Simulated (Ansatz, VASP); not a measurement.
# One calculation of PtS2, two programs

```xyz
3
Lattice="1.7391 1.0041 5.0959 -1.7391 1.0041 5.0959 0.0000 -2.0082 5.0959" Properties=species:S:1:pos:R:3 pbc="T T T"
Pt    0.0000    0.0000   -0.0401
S     0.0000    0.0000    6.5064
S     0.0000    0.0000    3.7255
```

Alike in both runs: task single point; functional r2SCAN; dispersion rVV10; k mesh 6 × 6 × 6; occupations fermi-dirac, width 0.02 eV; no spin polarisation.

|  | VASP | Ansatz |
| --- | --- | --- |
| version | VASP 6.6.1 | Ansatz 0.2.0 |
| potentials or method | VASP PAW PBE potentials, release 64 (Pt, S) | plane waves |
| plane-wave cutoff (eV) | 520 | 500 |
| valence electrons in the cell | 22 | 30 |

|  | VASP | Ansatz | Ansatz less VASP |
| --- | --- | --- | --- |
| pressure (GPa) | 0.1 | 0.0 | -0.12 |
| traceless stress, the component that is largest in VASP (GPa) | -0.26 | -0.15 | +0.114 |
| rms of the force components (eV/Å) | 0.007 | 0.015 | +0.0079 |

VASP's potentials were made for PBE, not for r2SCAN. Atom by atom the forces differ by 0.008 eV/Å (rms over components). VASP's potentials hold 22 valence electrons a cell and Ansatz's 30, so a difference there can come from the potentials and not from the codes.

Spin-orbit coupling is off throughout.
